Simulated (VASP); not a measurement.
A run of VASP 6.6.1 is set up as follows.

Contents of INCAR:

```
ALGO     = Normal         # electronic algorithm
EDIFF    = 1E-7           # SCF threshold, eV
EDIFFG   = -0.005         # ionic threshold
ENCUT    = 600            # plane-wave cutoff, eV
GGA      = PE             # functional
IBRION   = 2              # ionic algorithm
ISIF     = 3              # what is computed and relaxed
ISMEAR   = -1             # smearing method
LASPH    = True           # aspherical terms in the spheres
LCHARG   = False          # write CHGCAR
LREAL    = False          # projectors in reciprocal space
LWAVE    = False          # write WAVECAR
NELM     = 80             # most SCF steps
NSW      = 32             # ionic steps
PREC     = Accurate       # precision mode
PSTRESS  = -13.0        
SIGMA    = 0.08           # smearing width, eV
```

KPOINTS

```
k-points
0
Gamma
  19 19 19
```

Contents of POSCAR:

```
Be
1.0
    2.1868456356      0.0000000000      0.0000000000
    0.0000000000      2.1868456356      0.0000000000
    0.0000000000      0.0000000000      2.1868456356
Be
1
Direct
    0.0000000000      0.0000000000      0.0000000000
```

Potentials or basis: VASP PAW PBE potentials, release 64 (Be).

Command:

```bash
$ cat potpaw_PBE.64/Be/POTCAR > POTCAR
$ mpirun -np 1 vasp_std > vasp.out
```

Q: What does it give for the band gap on the k mesh?

A: Zero (bands 1 and 2 overlap by 6.62 eV).

Final structure:
```
CELL_PARAMETERS angstrom
2.18685 0.00000 0.00000
0.00000 2.18685 0.00000
0.00000 0.00000 2.18685
ATOMIC_POSITIONS crystal
Be 0.00000 0.00000 0.00000
```

Caveat: the cell is relaxed towards a set pressure, so the run minimises the enthalpy, not the energy.
